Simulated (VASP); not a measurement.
# BeTe (F-43m) in VASP: settings compared, part 2 of 2

VASP 6.6.1. Earlier steps stand in the parts before.

### Step 3. Single point, HF

File POSCAR:

```
BeTe
1.0
    0.0000000000      2.8286228811      2.8286228811
    2.8286228811      0.0000000000      2.8286228811
    2.8286228811      2.8286228811      0.0000000000
Be Te
1 1
Direct
    0.0000000000      0.0000000000      0.0000000000
    0.2500000000      0.2500000000      0.2500000000
```

File INCAR.step1:

```
PREC = Accurate
ENCUT = 520
EDIFF = 1E-5
ISMEAR = 0
SIGMA = 0.01
LREAL = F
LASPH = T
NELM = 100
ALGO = Normal
ISIF = 2
LWAVE = T
LCHARG = F
GGA = PE
NBANDS = 11
```

File INCAR.step2:

```
PREC = Accurate
ENCUT = 520
EDIFF = 1E-7
ISMEAR = 0
SIGMA = 0.01
LREAL = F
LASPH = T
NELM = 100
ALGO = Normal
ISIF = 2
LWAVE = F
LCHARG = F
GGA = PE
LHFCALC = T
AEXX = 1.0
ALDAC = 0.0
AGGAC = 0.0
PRECFOCK = Normal
ISTART = 1
NBANDS = 11
```

File KPOINTS:

```
regular mesh
0
Gamma
  6 6 6
```

Potentials or basis: VASP PAW PBE potentials, release 64 (Be, Te).

Run with:

```bash
cat potpaw_PBE.64/Be/POTCAR potpaw_PBE.64/Te/POTCAR > POTCAR
cp INCAR.step1 INCAR
mpirun -np 1 vasp_std > vasp.out
cp INCAR.step2 INCAR
mpirun -np 1 vasp_std > vasp.out
```

OUTCAR:

```text
PREC = Accurate
   ENCUT = 520
   EDIFF = 1E-7
   ISMEAR = 0
   LREAL = F
   LASPH = T
   NELM = 100
   ISIF = 2
   GGA = PE
   LHFCALC = T
   AEXX = 1.0
   PRECFOCK = Normal
   ISTART = 1

 ion  position               nearest neighbor table
   1  0.000  0.000  0.000-   2 2.45   2 2.45   2 2.45   2 2.45
   2  0.250  0.250  0.250-   1 2.45   1 2.45   1 2.45   1 2.45

  LATTYP: Found a face centered cubic cell.
 ALAT       =     5.6572457622

  Lattice vectors:

 A1 = (   0.0000000000,   2.8286228811,   2.8286228811)
 A2 = (   2.8286228811,   0.0000000000,   2.8286228811)
 A3 = (   2.8286228811,   2.8286228811,   0.0000000000)

Analysis of symmetry for initial positions (statically):
=====================================================================
 Subroutine PRICEL returns:
 Original cell was already a primitive cell.

 Routine SETGRP: Setting up the symmetry group for a
 face centered cubic supercell.

[... 170 lines left out ...]
 fundamental gap:      8.0570764483
 Fermi energy:         2.5038944564

 k-point     1 :       0.0000    0.0000    0.0000
  band No.  band energies     occupation
      1     -13.8851      2.00000
      2       2.4403      2.00000
      3       2.4403      2.00000
      4       2.4403      2.00000
      5      11.1901      0.00000
      6      13.0728      0.00000
      7      13.0728      0.00000
      8      13.0728      0.00000
      9      18.5802      0.00000
     10      20.4762      0.00000
     11      20.4762      0.00000
[... 197 lines left out ...]
 k-point    16 :      -0.3333    0.5000    0.1667
  band No.  band energies     occupation
      1     -11.1724      2.00000
      2      -4.1486      2.00000
      3      -1.9277      2.00000
      4      -1.4228      2.00000
      5      12.4887      0.00000
      6      13.6303      0.00000
      7      16.6090      0.00000
      8      18.0430      0.00000
      9      21.1208      0.00000
     10      22.1655      0.00000
     11      22.9496      0.00000

------------------------ aborting loop because EDIFF is reached ----------------------------------------

  FORCE on cell =-STRESS in cart. coord.  units (eV):
  Direction    XX          YY          ZZ          XY          YZ          ZX
  --------------------------------------------------------------------------------------
  -------------------------------------------------------------------------------------
  Total        0.2752193      0.2752193      0.2752193      0.0000000     -0.0000000      0.0000000
  in kB        9.7416912      9.7416912      9.7416912      0.0000000     -0.0000000      0.0000000
  external PRESSURE =       9.7416912 kB  Pullay stress =       0.0000000 kB

 VOLUME and BASIS-vectors are now :
 -----------------------------------------------------------------------------
  energy-cutoff  :      520.00
  volume of cell :       45.26
      direct lattice vectors                 reciprocal lattice vectors
     0.000000000  2.828622881  2.828622881    -0.176764461  0.176764461  0.176764461
     2.828622881  0.000000000  2.828622881     0.176764461 -0.176764461  0.176764461
     2.828622881  2.828622881  0.000000000     0.176764461  0.176764461 -0.176764461

 POSITION                                       TOTAL-FORCE (eV/Angst)
 -----------------------------------------------------------------------------------
      0.00000      0.00000      0.00000         0.000000      0.000000      0.000000
      1.41431      1.41431      1.41431        -0.000000     -0.000000     -0.000000
 -----------------------------------------------------------------------------------
    total drift:                                0.000000      0.000000      0.000000

  FREE ENERGIE OF THE ION-ELECTRON SYSTEM (eV)
  ---------------------------------------------------
  free  energy   TOTEN  =       -14.5586774869 eV

  energy  without entropy=      -14.5586774869  energy(sigma->0) =      -14.55867749
```

OUTCAR.step1:

```text
PREC = Accurate
   ENCUT = 520
   EDIFF = 1E-5
   ISMEAR = 0
   LREAL = F
   LASPH = T
[... 434 lines left out ...]
 -----------------------------------------------------------------------------------
      0.00000      0.00000      0.00000         0.000000     -0.000000     -0.000000
      1.41431      1.41431      1.41431        -0.000000      0.000000      0.000000
 -----------------------------------------------------------------------------------
    total drift:                                0.000000      0.000000      0.000000

  FREE ENERGIE OF THE ION-ELECTRON SYSTEM (eV)
  ---------------------------------------------------
  free  energy   TOTEN  =        -7.6185761284 eV

  energy  without entropy=       -7.6185761284  energy(sigma->0) =       -7.61857613
```

OSZICAR.step1:

```text
N       E                     dE             d eps       ncg     rms          rms(c)
DAV:   1     0.179049848827E+02    0.17905E+02   -0.31086E+03   352   0.578E+02
DAV:   2    -0.675537423774E+01   -0.24660E+02   -0.23580E+02   467   0.882E+01
DAV:   3    -0.773369052536E+01   -0.97832E+00   -0.97568E+00   495   0.186E+01
DAV:   4    -0.774171985295E+01   -0.80293E-02   -0.80286E-02   417   0.186E+00
DAV:   5    -0.774188314494E+01   -0.16329E-03   -0.16329E-03   452   0.264E-01    0.403E+00
DAV:   6    -0.764646170284E+01    0.95421E-01   -0.11040E-01   409   0.134E+00    0.242E+00
DAV:   7    -0.761753171355E+01    0.28930E-01   -0.96460E-02   409   0.136E+00    0.459E-01
DAV:   8    -0.761825808212E+01   -0.72637E-03   -0.59695E-03   403   0.444E-01    0.749E-02
DAV:   9    -0.761851106609E+01   -0.25298E-03   -0.32746E-04   419   0.106E-01    0.292E-02
DAV:  10    -0.761857355666E+01   -0.62491E-04   -0.76967E-05   408   0.449E-02    0.147E-02
DAV:  11    -0.761857612843E+01   -0.25718E-05   -0.25364E-06   316   0.960E-03
   1 F= -.76185761E+01 E0= -.76185761E+01  d E =-.125666E-64
```

It took 27 min on 1 thread of Intel Xeon Platinum 8488C (Sapphire Rapids), shared host; peak memory 0.19 GiB.

Results:

- Free energy: -14.5587 eV
- Pressure: 1.0 GPa
- Band gap on the k mesh: 8.06 eV (least direct gap 8.75 eV)

Levels at points of the mesh, in eV from the valence-band top:
```csv
k point,band 2,band 3,band 4,band 5,band 6,band 7
"(0.00, 0.00, 0.00)",0.00,0.00,0.00,8.75,10.63,10.63
"(0.50, 0.00, 0.00)",-7.51,-1.43,-1.43,8.94,11.70,11.70
"(0.50, 0.50, 0.00)",-7.05,-3.43,-3.43,8.06,9.16,16.58
```

Caveat: the PAW data sets were made with another functional, which shifts forces and pressure a little; spin-orbit coupling is left out, which moves the levels of the heavy elements. A k mesh can miss the band edges.

### Step 4. Single point, HSE06, non-collinear spin, zero start, spin-orbit coupling

POSCAR is that of step 3.

File INCAR.step1:

```
SYSTEM = BeTe
PREC     = Accurate       ! precision mode
ENCUT    = 520            ! plane-wave cutoff, eV
EDIFF    = 1E-5           ! SCF threshold, eV
ISMEAR   = 0              ! smearing method
SIGMA    = 0.01           ! smearing width, eV
LREAL    = .FALSE.        ! projectors in reciprocal space
LASPH    = .TRUE.         ! aspherical terms in the spheres
NELM     = 150            ! most SCF steps
ALGO     = Normal         ! electronic algorithm
ISIF     = 2              ! what is computed and relaxed
LWAVE    = .TRUE.         ! write WAVECAR
LCHARG   = .FALSE.        ! write CHGCAR
MAGMOM   = 0 0 0 0 0 0    ! initial moments
LORBIT   = 11             ! projections on sites
LSORBIT  = .TRUE.         ! spin-orbit coupling
GGA_COMPAT= .FALSE.      
LORBMOM  = .TRUE.       
GGA      = PE             ! functional
NBANDS   = 20             ! bands
```

File INCAR.step2:

```
SYSTEM = BeTe
PREC     = Accurate       ! precision mode
ENCUT    = 520            ! plane-wave cutoff, eV
EDIFF    = 1E-6           ! SCF threshold, eV
ISMEAR   = 0              ! smearing method
SIGMA    = 0.01           ! smearing width, eV
LREAL    = .FALSE.        ! projectors in reciprocal space
LASPH    = .TRUE.         ! aspherical terms in the spheres
NELM     = 150            ! most SCF steps
ALGO     = Normal         ! electronic algorithm
ISIF     = 2              ! what is computed and relaxed
LWAVE    = .FALSE.        ! write WAVECAR
LCHARG   = .FALSE.        ! write CHGCAR
MAGMOM   = 0 0 0 0 0 0    ! initial moments
LORBIT   = 11             ! projections on sites
LSORBIT  = .TRUE.         ! spin-orbit coupling
GGA_COMPAT= .FALSE.      
LORBMOM  = .TRUE.       
GGA      = PE             ! functional
LHFCALC  = .TRUE.         ! exact exchange
HFSCREEN = 0.2079         ! screening, 1/A
PRECFOCK = Normal       
ISTART   = 1            
NBANDS   = 20             ! bands
```

File KPOINTS:

```
regular mesh
0
G
  4 4 4
  0 0 0
```

Potentials or basis: VASP PAW PBE potentials, release 64 (Be, Te).

Run with:

```bash
cat potpaw_PBE.64/Be/POTCAR potpaw_PBE.64/Te/POTCAR > POTCAR
cp INCAR.step1 INCAR
mpirun -np 1 vasp_ncl > vasp.out
cp INCAR.step2 INCAR
mpirun -np 1 vasp_ncl > vasp.out
```

OUTCAR:

```text
SYSTEM = BeTe
   PREC = Accurate
   ENCUT = 520
   EDIFF = 1E-6
   ISMEAR = 0
   LREAL = .FALSE.
   LASPH = .TRUE.
   NELM = 150
   ISIF = 2
   LORBIT = 11
   LSORBIT = .TRUE.
   GGA = PE
   LHFCALC = .TRUE.
   HFSCREEN = 0.2079
   PRECFOCK = Normal
   ISTART = 1

 ion  position               nearest neighbor table
   1  0.000  0.000  0.000-   2 2.45   2 2.45   2 2.45   2 2.45
   2  0.250  0.250  0.250-   1 2.45   1 2.45   1 2.45   1 2.45

  LATTYP: Found a face centered cubic cell.
 ALAT       =     5.6572457622

  Lattice vectors:

 A1 = (   0.0000000000,   2.8286228811,   2.8286228811)
 A2 = (   2.8286228811,   0.0000000000,   2.8286228811)
 A3 = (   2.8286228811,   2.8286228811,   0.0000000000)

Analysis of symmetry for initial positions (statically):
=====================================================================
 Subroutine PRICEL returns:
 Original cell was already a primitive cell.

 Routine SETGRP: Setting up the symmetry group for a
 face centered cubic supercell.

[... 484 lines left out ...]
 l=   3
     0.0000000     0.0000000     0.0000000     0.0000000     0.0000000     0.0000000     0.0000000
     0.0000000     0.0000000     0.0000000     0.0000000     0.0000000     0.0000000     0.0000000
     0.0000000     0.0000000     0.0000000     0.0000000     0.0000000     0.0000000     0.0000000
     0.0000000     0.0000000     0.0000000     0.0000000     0.0000000     0.0000000     0.0000000
     0.0000000     0.0000000     0.0000000     0.0000000     0.0000000     0.0000000     0.0000000
     0.0000000     0.0000000     0.0000000     0.0000000     0.0000000     0.0000000     0.0000000
     0.0000000     0.0000000     0.0000000     0.0000000     0.0000000     0.0000000     0.0000000

 Ion:    2  E_soc:     -0.1645442
 l=   1
     0.0000000    -0.0272988    -0.0272988
    -0.0272988     0.0000000    -0.0272988
    -0.0272988    -0.0272988     0.0000000
 l=   2
     0.0000000    -0.0000604     0.0000000    -0.0000604    -0.0000649
    -0.0000604     0.0000000    -0.0000487    -0.0000604    -0.0000162
     0.0000000    -0.0000487     0.0000000    -0.0000487     0.0000000
    -0.0000604    -0.0000604    -0.0000487     0.0000000    -0.0000162
    -0.0000649    -0.0000162     0.0000000    -0.0000162     0.0000000
 l=   3
     0.0000000     0.0000000     0.0000000     0.0000000     0.0000000     0.0000000     0.0000000
     0.0000000     0.0000000     0.0000000     0.0000000     0.0000000     0.0000000     0.0000000
     0.0000000     0.0000000     0.0000000     0.0000000     0.0000000     0.0000000     0.0000000
     0.0000000     0.0000000     0.0000000     0.0000000     0.0000000     0.0000000     0.0000000
     0.0000000     0.0000000     0.0000000     0.0000000     0.0000000     0.0000000     0.0000000
     0.0000000     0.0000000     0.0000000     0.0000000     0.0000000     0.0000000     0.0000000
     0.0000000     0.0000000     0.0000000     0.0000000     0.0000000     0.0000000     0.0000000

 total charge

# of ion       s       p       d       tot
------------------------------------------
    1        0.359   0.558   0.000   0.917
    2        1.292   2.313   0.031   3.636
--------------------------------------------------
tot          1.651   2.871   0.031   4.553

 magnetization (x)

# of ion       s       p       d       tot
------------------------------------------
    1        0.000   0.000   0.000   0.000
    2        0.000  -0.000  -0.000  -0.000
--------------------------------------------------
tot          0.000   0.000  -0.000   0.000

 magnetization (y)

# of ion       s       p       d       tot
------------------------------------------
    1       -0.000   0.000   0.000   0.000
    2        0.000  -0.000   0.000   0.000
--------------------------------------------------
tot         -0.000   0.000   0.000   0.000

 magnetization (z)

# of ion       s       p       d       tot
------------------------------------------
    1        0.000   0.000   0.000   0.000
    2        0.000   0.000   0.000   0.000
--------------------------------------------------
tot          0.000   0.000   0.000   0.000
```

OUTCAR.step1:

```text
SYSTEM = BeTe
   PREC = Accurate
   ENCUT = 520
   EDIFF = 1E-5
   ISMEAR = 0
   LREAL = .FALSE.
   LASPH = .TRUE.
   NELM = 150
   ISIF = 2
   LORBIT = 11
   LSORBIT = .TRUE.
[... 546 lines left out ...]
tot          0.000   0.000   0.000   0.000

 magnetization (y)

# of ion       s       p       d       tot
------------------------------------------
    1        0.000   0.000   0.000   0.000
    2       -0.000   0.000   0.000  -0.000
--------------------------------------------------
tot         -0.000   0.000   0.000   0.000

 magnetization (z)

# of ion       s       p       d       tot
------------------------------------------
    1        0.000  -0.000   0.000  -0.000
    2       -0.000   0.000  -0.000  -0.000
--------------------------------------------------
tot         -0.000  -0.000  -0.000  -0.000
```

Wall time 23 min (1 thread of Intel Xeon Platinum 8488C (Sapphire Rapids), shared host); peak memory 0.39 GiB.

Results:

| Property | Result |
| --- | --- |
| Free energy | -8.7652 eV |
| Pressure | -0.5 GPa |
| Net moment | 0.00 μB per cell |
| Valence electrons inside the program's atomic spheres | Be 0.92; Te 3.64 |

Moments on the atoms (μB; x, y, z):
```
Be  0.00 0.00 0.00
Te  0.00 0.00 0.00
```

Caveat: the k points lie up to 0.48 Å⁻¹ apart; the PAW data sets were made with another functional, which shifts forces and pressure a little.

### Step 5. The runs side by side

```tsv
task	level	spin	cell	k mesh	cutoff (eV)	smearing	share of exact exchange	screening parameter	gap on the mesh (eV)	pressure (GPa)
relaxation of cell and atoms	HSE06	off	relaxed	6 × 6 × 6	600	fermi-dirac 0.02 eV	0.25	0.2079 1/Å	2.63	0.0
single point	HF	off	as given	6 × 6 × 6	520	gaussian 0.01 eV	1	-	8.06	1.0
single point	HSE06	non-collinear, zero start, SOC	as given	4 × 4 × 4	520	gaussian 0.01 eV	0.25	0.2079 1/Å	-	-0.5
```

Alike in all rows: potentials or basis VASP PAW PBE potentials, release 64 (Be, Te).

Caveats: some runs use coarse meshes; the PAW data sets were made with another functional, which shifts forces and pressure a little; spin-orbit coupling is left out, which moves the levels of the heavy elements (at least some runs).

Total energies depend on the potentials used, so only differences within one code and one set of settings carry meaning.
